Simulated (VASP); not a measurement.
Write the native input for VASP 6.6.1 that does the following.

```yaml
Task: single point
Functional: PBE
Potentials_or_basis: VASP PAW PBE potentials, release 64 (In_d, P)
Cutoff: 500 eV
k_mesh: 4 × 4 × 4
Occupations: gaussian, width 0.01 eV
Spin: no spin polarisation
Dipole_correction: no
Further_INCAR_settings: ALGO = Normal; EDIFF = 1e-06; NBANDS = 16
```

The structure of InP lies in POSCAR:

```
InP
1.0
    0.0000000000      2.9833255112      2.9833255112
    2.9833255112      0.0000000000      2.9833255112
    2.9833255112      2.9833255112      0.0000000000
In P
1 1
Direct
    0.0000000000      0.0000000000      0.0000000000
    0.2500000000      0.2500000000      0.2500000000
```

This cell differs from its parent crystal: strain +1.0%.

One way to write it, as run:

INCAR

```
  PREC = Accurate
  ENCUT = 500
  EDIFF = 1E-6
  ISMEAR = 0
  SIGMA = 0.01
  LREAL = F
  LASPH = T
  NELM = 120
  ALGO = Normal
  ISIF = 2
  LWAVE = F
  LCHARG = F
  GGA = PE
  NBANDS = 16
  GGA_COMPAT = F
```

KPOINTS

```
regular mesh
0
Gamma
  4 4 4
```

Potentials or basis: VASP PAW PBE potentials, release 64 (In_d, P).

The run is started by

```console
$ cat potpaw_PBE.64/In_d/POTCAR potpaw_PBE.64/P/POTCAR > POTCAR
$ mpirun -np 1 vasp_std > vasp.out
```

Results of the run:

```yaml
Pressure: -0.1 GPa
Band_gap_on_the_k_mesh: 0.40 eV, direct
```

Caveat: the k points lie up to 0.46 Å⁻¹ apart; the cell differs from its parent crystal (strain +1.0%); spin-orbit coupling is left out, which moves the levels of the heavy elements.

It used 15 s of CPU time on 1 thread of AMD EPYC 7R13 Processor (Zen 3), with other jobs on the host.
